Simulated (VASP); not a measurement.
# Al3VN4 (P4/mmm) in VASP: single point with PBE

Aim: the single point of Al3VN4 with PBE.

All numbers are computed with VASP 6.6.1; they aren't measurements. Logs are shortened: lines on timing, memory, paths and dates and some standing lists are left out, and cuts for length are marked.

**1. The cell of the first run**

The structure is tetragonal, space group P4/mmm (No. 123). Conventional cell: a = 2.866 Å, b = 2.866 Å, c = 8.378 Å, α = 90.00°, β = 90.00°, γ = 90.00°. Al (site symmetry 4mm) has 6 N at 2.03 to 2.13 Å within 2.7 Å. Al (site symmetry 4/mmm) has 6 N at 2.03 to 2.04 Å within 2.7 Å. V (site symmetry 4/mmm) has 6 N at 2.03 to 2.15 Å within 2.7 Å. Within 2.7 Å of N (site symmetry 4/mmm) lie 6 Al at 2.03 to 2.06 Å. Within 2.7 Å of N (site symmetry 4mm) lie 5 Al at 2.03 to 2.04 Å and 1 V at 2.15 Å. Within 2.7 Å of N (site symmetry 4/mmm) lie 4 V at 2.03 Å and 2 Al at 2.13 Å.

**2. Single point, PBE, collinear spin, ferromagnetic start**

INCAR reads:

```
PREC     = Accurate       # precision mode
ENCUT    = 520            # plane-wave cutoff, eV
EDIFF    = 1E-6           # SCF threshold, eV
ISMEAR   = 0              # smearing method
SIGMA    = 0.1            # smearing width, eV
LREAL    = False          # projectors in reciprocal space
LASPH    = True           # aspherical terms in the spheres
NELM     = 150            # most SCF steps
ALGO     = Fast           # electronic algorithm
ISIF     = 2              # what is computed and relaxed
LWAVE    = False          # write WAVECAR
LCHARG   = False          # write CHGCAR
ISPIN    = 2              # spin polarisation
MAGMOM   = 0 0 0 0.63 0 0 0 0 # initial moments
LORBIT   = 11             # projections on sites
LMAXMIX  = 4              # l up to which the mixer works
GGA      = PE             # functional
NBANDS   = 35             # bands
```

KPOINTS reads:

```
Automatic mesh
0
Gamma
  14 14 6
```

POSCAR reads:

```
Al3VN4
1.0
    2.8655175069      0.0000000000      0.0000000000
    0.0000000000      2.8655175069      0.0000000000
    0.0000000000      0.0000000000      8.3777374199
Al V N
3 1 4
Direct
    0.0000000000      0.0000000000      0.7542511765
    0.5000000000      0.5000000000      0.0000000000
    0.0000000000      0.0000000000      0.2457488235
    0.5000000000      0.5000000000      0.5000000000
    0.0000000000      0.0000000000      0.0000000000
    0.5000000000      0.5000000000      0.2432393783
    0.0000000000      0.0000000000      0.5000000000
    0.5000000000      0.5000000000      0.7567606217
```

Potentials or basis: VASP PAW PBE potentials, release 64 (Al, V_sv, N).

Command:

```console
> cat potpaw_PBE.64/Al/POTCAR potpaw_PBE.64/V_sv/POTCAR potpaw_PBE.64/N/POTCAR > POTCAR
> mpirun -np 1 vasp_std > vasp.out
```

OUTCAR:

```text
PREC = Accurate
   ENCUT = 520
   EDIFF = 1E-6
   ISMEAR = 0
   LREAL = False
   LASPH = True
   NELM = 150
   ISIF = 2
   ISPIN = 2
   LORBIT = 11
   GGA = PE

 ion  position               nearest neighbor table
   1  0.000  0.000  0.754-   8 2.03   8 2.03   8 2.03   8 2.03   5 2.06   7 2.13   2 2.89   2 2.89
                             2 2.89   2 2.89   4 2.94   4 2.94   4 2.94   4 2.94
   2  0.500  0.500  0.000-   5 2.03   5 2.03   5 2.03   5 2.03   8 2.04   6 2.04   3 2.89   3 2.89
                             1 2.89   3 2.89   1 2.89   1 2.89   3 2.89   1 2.89
   3  0.000  0.000  0.246-   6 2.03   6 2.03   6 2.03   6 2.03   5 2.06   7 2.13   2 2.89   2 2.89
                             2 2.89   2 2.89   4 2.94   4 2.94   4 2.94   4 2.94
   4  0.500  0.500  0.500-   7 2.03   7 2.03   7 2.03   7 2.03   8 2.15   6 2.15   3 2.94   3 2.94
                             1 2.94   3 2.94   1 2.94   1 2.94   3 2.94   1 2.94
   5  0.000  0.000  0.000-   2 2.03   2 2.03   2 2.03   2 2.03   3 2.06   1 2.06
   6  0.500  0.500  0.243-   3 2.03   3 2.03   3 2.03   3 2.03   2 2.04   4 2.15
   7  0.000  0.000  0.500-   4 2.03   4 2.03   4 2.03   4 2.03   1 2.13   3 2.13
   8  0.500  0.500  0.757-   1 2.03   1 2.03   1 2.03   1 2.03   2 2.04   4 2.15

  LATTYP: Found a simple tetragonal cell.
 ALAT       =     2.8655175069
 C/A-ratio  =     2.9236385399

  Lattice vectors:

 A1 = (   2.8655175069,   0.0000000000,   0.0000000000)
 A2 = (   0.0000000000,   2.8655175069,   0.0000000000)
 A3 = (   0.0000000000,   0.0000000000,   8.3777374199)

Analysis of symmetry for initial positions (statically):
=====================================================================
 Subroutine PRICEL returns:
 Original cell was already a primitive cell.

 Routine SETGRP: Setting up the symmetry group for a
 simple tetragonal supercell.

 Subroutine GETGRP returns: Found 16 space group operations
 (whereof 16 operations were pure point group operations)
 out of a pool of 16 trial point group operations.

The static configuration has the point symmetry D_4h.

Analysis of symmetry for dynamics (positions and initial velocities):
=====================================================================
 Subroutine PRICEL returns:
 Original cell was already a primitive cell.

 Routine SETGRP: Setting up the symmetry group for a
 simple tetragonal supercell.

 Subroutine GETGRP returns: Found 16 space group operations
 (whereof 16 operations were pure point group operations)
 out of a pool of 16 trial point group operations.

The dynamic configuration has the point symmetry D_4h.

Analysis of structural, dynamic, and magnetic symmetry:
=====================================================================
 Subroutine PRICEL returns:
 Original cell was already a primitive cell.

 Routine SETGRP: Setting up the symmetry group for a
 simple tetragonal supercell.

 Subroutine GETGRP returns: Found 16 space group operations
 (whereof 16 operations were pure point group operations)
 out of a pool of 16 trial point group operations.

The overall configuration has the point symmetry D_4h.

 Subroutine INISYM returns: Found 16 space group operations
 (whereof 16 operations are pure point group operations),
 and found     1 'primitive' translations

----------------------------------------------------------------------------------------

                                     Primitive cell

  volume of cell :      68.7912

  direct lattice vectors                    reciprocal lattice vectors
     2.865517507  0.000000000  0.000000000     0.348977104  0.000000000  0.000000000
     0.000000000  2.865517507  0.000000000     0.000000000  0.348977104  0.000000000
     0.000000000  0.000000000  8.377737420     0.000000000  0.000000000  0.119363970

  length of vectors
     2.865517507  2.865517507  8.377737420     0.348977104  0.348977104  0.119363970

  position of ions in fractional coordinates (direct lattice)
     0.000000000  0.000000000  0.754251176
     0.500000000  0.500000000  0.000000000
     0.000000000  0.000000000  0.245748824
     0.500000000  0.500000000  0.500000000
     0.000000000  0.000000000  0.000000000
     0.500000000  0.500000000  0.243239378
     0.000000000  0.000000000  0.500000000
     0.500000000  0.500000000  0.756760622

  ion indices of the primitive-cell ions
   primitive index   ion index
                 1           1
                 2           2
                 3           3
                 4           4
                 5           5
                 6           6
                 7           7
                 8           8

----------------------------------------------------------------------------------------

 KPOINTS: Automatic mesh

Automatic generation of k-mesh.
 Grid dimensions read from file:
 generate k-points for:   14   14    6

 Generating k-lattice:

  Cartesian coordinates                     Fractional coordinates (reciprocal lattice)
     0.024926936  0.000000000  0.000000000     0.071428571  0.000000000  0.000000000
     0.000000000  0.024926936  0.000000000     0.000000000  0.071428571  0.000000000
     0.000000000  0.000000000  0.019893995     0.000000000  0.000000000  0.166666667

  Length of vectors
     0.024926936  0.024926936  0.019893995

  Shift w.r.t. Gamma in fractional coordinates (k-lattice)
     0.000000000  0.000000000  0.000000000

 Subroutine IBZKPT returns following result:
 ===========================================

 Found    144 irreducible k-points:

 Following reciprocal coordinates:
            Coordinates               Weight
  0.000000  0.000000  0.000000      1.000000
  0.071429  0.000000  0.000000      4.000000
  0.142857  0.000000  0.000000      4.000000
  0.214286  0.000000  0.000000      4.000000
  0.285714  0.000000  0.000000      4.000000
  0.357143  0.000000  0.000000      4.000000
[... 16 lines left out ...]
  0.285714  0.214286  0.000000      8.000000
  0.357143  0.214286  0.000000      8.000000
 [... further k-points ...]
   k-points           NKPTS =    144   k-points in BZ     NKDIM =    144   number of bands    NBANDS=     35
   number of dos      NEDOS =    301   number of ions     NIONS =      8
   total plane-waves  NPLWV =  36864
   dimension x,y,z NGX =    24 NGY =   24 NGZ =   64
   dimension x,y,z NGXF=    48 NGYF=   48 NGZF=  128
   ions per type =               3   1   4
   NGX,Y,Z   is equivalent  to a cutoff of  13.92, 13.92, 12.70 a.u.
   NGXF,Y,Z  is equivalent  to a cutoff of  27.85, 27.85, 25.40 a.u.
 SYSTEM =  unknown system
   PREC   = accura    normal or accurate (medium, high low for compatibility)
   ISTART =      0    job   : 0-new  1-cont  2-samecut
   ICHARG =      2    charge: 1-file 2-atom 10-const
   ISPIN  =      2    spin polarized calculation?
   LNONCOLLINEAR =      F non collinear calculations
   LSORBIT =      F    spin-orbit coupling
   LASPH  =      T    aspherical Exc in radial PAW
   ENCUT  =  520.0 eV  38.22 Ry    6.18 a.u.   5.33  5.33 15.58*2*pi/ulx,y,z
   NELM   =    150;   NELMIN=  2; NELMDL= -5     # of ELM steps
   EDIFF  = 0.1E-05   stopping-criterion for ELM
   LREAL  =      F    real-space projection
   EDIFFG = 0.1E-04   stopping-criterion for IOM
   NSW    =      0    number of steps for IOM
   IBRION =     -1    ionic relax: 0-MD 1-quasi-New 2-CG
   NFREE  =      0    steps in history (QN), initial steepest desc. (CG)
   ISIF   =      2    stress and relaxation
   ISYM   =      2    0-nonsym 1-usesym 2-fastsym
   POTIM  = 0.5000    time-step for ionic-motion
   TEBEG  =    0.0;   TEEND  =   0.0 temperature during run
   PSTRESS=    0.0 pullay stress
   NELECT =      42.0000    total number of electrons
   NUPDOWN=      -1.0000    fix difference up-down
   EMIN   =  10.00;   EMAX   =-10.00  energy-range for DOS
   EFERMI =   0.00;   METHOD = LEGACY
   ISMEAR =     0;   SIGMA  =   0.10  broadening in eV -4-tet -1-fermi 0-gaus
   EFERMI_NEDOS =   21; number of points for ismear=-14 and -15
   IALGO  =     68    algorithm
   IMIX   =      4    mixing-type and parameters
     AMIX     =   0.40;   BMIX     =  1.00
     AMIX_MAG =   1.60;   BMIX_MAG =  1.00
  volume/ion in A,a.u.               =       8.60        58.03
  Fermi-wavevector in a.u.,A,eV,Ry     =   1.388823  2.624495 26.243324  1.928830
  Thomas-Fermi vector in A             =   2.512913
   LORBIT       =     11    0 simple, 1 ext, 2 COOP (PROOUT), +10 PAW based schemes
   GGA     = PE    functional components
   LHFCALC =     F    Hartree Fock is set to
   AEXX    =    0.0000 exact exchange contribution
   IVDW    =     0    specifies the selected vdW correction
   LEPSILON=     F    determine dielectric tensor
   LRPA    =     F    only Hartree local field effects (RPA)
 spin polarized calculation
 RMM-DIIS sequential band-by-band and
 Gauss-broadening in eV      SIGMA  =   0.10
  energy-cutoff  :      520.00
  volume of cell :       68.79
 maximum number of plane-waves:      1883
 NGX is ok and might be reduce to    24
   NGX = 11   NGY = 11   NGZ = 31

 number of electron      41.9999989 magnetization      -0.0013011

 number of electron      41.9999989 magnetization       0.0010920

 Free energy of the ion-electron system (eV)
  ---------------------------------------------------
  ext. energy  EPLUGINS =         0.00000000
  ---------------------------------------------------
  free energy    TOTEN  =       -62.35791185 eV

  energy without entropy =      -62.34988997  energy(sigma->0) =      -62.35390091

 E-fermi :  11.6266     XC(G=0): -12.5056

 val. band max:       11.6215898022   @ k =   0.3571   0.1429   0.3333
 cond. band min:      11.6291056888   @ k =   0.3571   0.1429   0.5000
 fundamental gap:      0.0075158866
 Fermi energy:        11.6266076872

 spin component 1

 k-point     1 :       0.0000    0.0000    0.0000
  band No.  band energies     occupation
      1     -53.6679      1.00000
      2     -27.4955      1.00000
      3     -27.4417      1.00000
      4     -27.4417      1.00000
      5      -7.4415      1.00000
      6      -6.0162      1.00000
[... 853 lines left out ...]
     32      20.2283      0.00000
     33      20.3886      0.00000

 [... further k-points ...]

 spin component 2

 k-point     1 :       0.0000    0.0000    0.0000
  band No.  band energies     occupation
      1     -53.6669      1.00000
      2     -27.4942      1.00000
      3     -27.4408      1.00000
      4     -27.4408      1.00000
      5      -7.4414      1.00000
      6      -6.0161      1.00000
[... 853 lines left out ...]
     32      20.2293      0.00000
     33      20.3886      0.00000

 [... further k-points ...]

 [bands above 33 left out]

------------------------ aborting loop because EDIFF is reached ----------------------------------------

  FORCE on cell =-STRESS in cart. coord.  units (eV):
  Direction    XX          YY          ZZ          XY          YZ          ZX
  --------------------------------------------------------------------------------------
  -------------------------------------------------------------------------------------
  Total       -0.5148775     -0.5148775     -0.4343472      0.0000000     -0.0000000     -0.0000000
  in kB      -11.9917235    -11.9917235    -10.1161377      0.0000000     -0.0000000     -0.0000000
  external PRESSURE =     -11.3665283 kB  Pullay stress =       0.0000000 kB

 VOLUME and BASIS-vectors are now :
 -----------------------------------------------------------------------------
  energy-cutoff  :      520.00
  volume of cell :       68.79
      direct lattice vectors                 reciprocal lattice vectors
     2.865517507  0.000000000  0.000000000     0.348977104  0.000000000  0.000000000
     0.000000000  2.865517507  0.000000000     0.000000000  0.348977104  0.000000000
     0.000000000  0.000000000  8.377737420     0.000000000  0.000000000  0.119363970

 POSITION                                       TOTAL-FORCE (eV/Angst)
 -----------------------------------------------------------------------------------
      0.00000      0.00000      6.31892         0.000000     -0.000000     -0.084863
      1.43276      1.43276      0.00000         0.000000     -0.000000      0.000000
      0.00000      0.00000      2.05882        -0.000000      0.000000      0.084863
      1.43276      1.43276      4.18887         0.000000     -0.000000      0.000000
      0.00000      0.00000      0.00000         0.000000     -0.000000      0.000000
      1.43276      1.43276      2.03780         0.000000     -0.000000      0.003280
      0.00000      0.00000      4.18887         0.000000     -0.000000      0.000000
      1.43276      1.43276      6.33994         0.000000      0.000000     -0.003280
 -----------------------------------------------------------------------------------
    total drift:                                0.000000     -0.000000     -0.000000

  FREE ENERGIE OF THE ION-ELECTRON SYSTEM (eV)
  ---------------------------------------------------
  free  energy   TOTEN  =       -62.3579118481 eV

  energy  without entropy=      -62.3498899651  energy(sigma->0) =      -62.35390091

 total charge

# of ion       s       p       d       tot
------------------------------------------
    1        0.312   0.380   0.000   0.692
    2        0.317   0.396   0.000   0.713
    3        0.312   0.380   0.000   0.692
    4        2.249   6.287   3.126  11.661
    5        1.219   2.633   0.000   3.852
    6        1.221   2.610   0.000   3.831
    7        1.241   2.541   0.000   3.782
    8        1.221   2.610   0.000   3.831
--------------------------------------------------
tot          8.092  17.838   3.126  29.056

 magnetization (x)

# of ion       s       p       d       tot
------------------------------------------
    1        0.000   0.000   0.000   0.000
    2       -0.000  -0.000   0.000  -0.000
    3        0.000   0.000   0.000   0.000
    4        0.000   0.000   0.001   0.001
    5        0.000   0.000   0.000   0.000
    6       -0.000   0.000   0.000   0.000
    7       -0.000  -0.000   0.000  -0.000
    8       -0.000   0.000   0.000   0.000
--------------------------------------------------
tot          0.000  -0.000   0.001   0.001
```

Run time: 14 min. Hardware: 1 thread of Oxide Virtual Turin-like, shared host; peak memory 0.55 GiB.

Results:

| Item | Value |
| --- | --- |
| Free energy | -62.3579 eV |
| Pressure | -1.1 GPa |
| Largest force | 0.085 eV/Å |
| Band gap on the k mesh | zero (filled and empty bands overlap) |
| Net moment | 0.00 μB per cell |
| Valence electrons inside the program's atomic spheres | Al 0.69, 0.71 (each value once); V 11.66; N 3.85, 3.83, 3.78 (each value once) |

Forces on the atoms (eV/Å):
```
Al   0.000  0.000 -0.085
Al   0.000  0.000  0.000
Al   0.000  0.000  0.085
V    0.000  0.000  0.000
N    0.000  0.000  0.000
N    0.000  0.000  0.003
N    0.000  0.000  0.000
N    0.000  0.000 -0.003
```

Stress tensor (GPa, compression positive):
```
-1.20  0.00  0.00
 0.00 -1.20  0.00
 0.00  0.00 -1.01
```

With open d or f shells a metallic result of PBE can be an artefact of self-interaction; +U or a hybrid may open a gap.
